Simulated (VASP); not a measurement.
Write the native input for VASP 6.6.1 that does the following.

| Quantity | Value |
| --- | --- |
| Task | single point |
| Functional | PBE |
| Potentials or basis | VASP PAW PBE potentials, release 64 (Li_sv, F) |
| Cutoff | 520 eV |
| k mesh | 6 × 6 × 6 |
| Occupations | gaussian, width 0.1 eV |
| Spin | no spin polarisation |
| Dipole correction | no |
| Further INCAR settings | ALGO = Normal; EDIFF = 1e-06; NBANDS = 36 |

The structure of LiF lies in POSCAR:

```
LiF
1.0
    2.8435283100      1.6417118300      3.3715186600
   -2.8435283100      1.6417118300      3.3715186600
    0.0000000000     -3.2834236700      3.3715186600
Li F
5 5
Direct
    0.1647721900      0.1647721900      0.1647721900
    0.8352278100      0.8352278100      0.8352278100
    0.6121795600      0.0000000000      0.3878204400
    0.3878204400      0.6121795600      0.0000000000
    0.0000000000      0.3878204400      0.6121795600
    0.3352278100      0.3352278100      0.3352278100
    0.1121795600      0.5000000000      0.8878204400
    0.8878204400      0.1121795600      0.5000000000
    0.5000000000      0.8878204400      0.1121795600
    0.6647721900      0.6647721900      0.6647721900
```

The cell was generated, and may not be a known phase.

These files were run (other wordings do the same):

INCAR

```
ALGO = Normal
EDIFF = 1E-6
ENCUT = 520
GGA = PE
ISIF = 2
ISMEAR = 0
LASPH = True
LCHARG = False
LREAL = False
LWAVE = False
NBANDS = 36
NELM = 60
PREC = Accurate
SIGMA = 0.1
```

KPOINTS

```
k-points
0
Gamma
  6 6 6
```

Potentials or basis: VASP PAW PBE potentials, release 64 (Li_sv, F).

Run with:

```bash
$ cat potpaw_PBE.64/Li_sv/POTCAR potpaw_PBE.64/F/POTCAR > POTCAR
$ mpirun -np 1 vasp_std > vasp.out
```

It gave:

```json
{
  "Largest force": "1.339 eV/Å",
  "Band gap on the k mesh": "5.92 eV"
}
```

Caveat: forces of over 1 eV/Å act on the atoms, so gaps and moduli don't describe the material at rest.

Wall time 73 s on 1 thread of AMD EPYC 9R45 96-Core Processor (Zen 5), with other jobs on the host, peak memory 0.2 GiB.
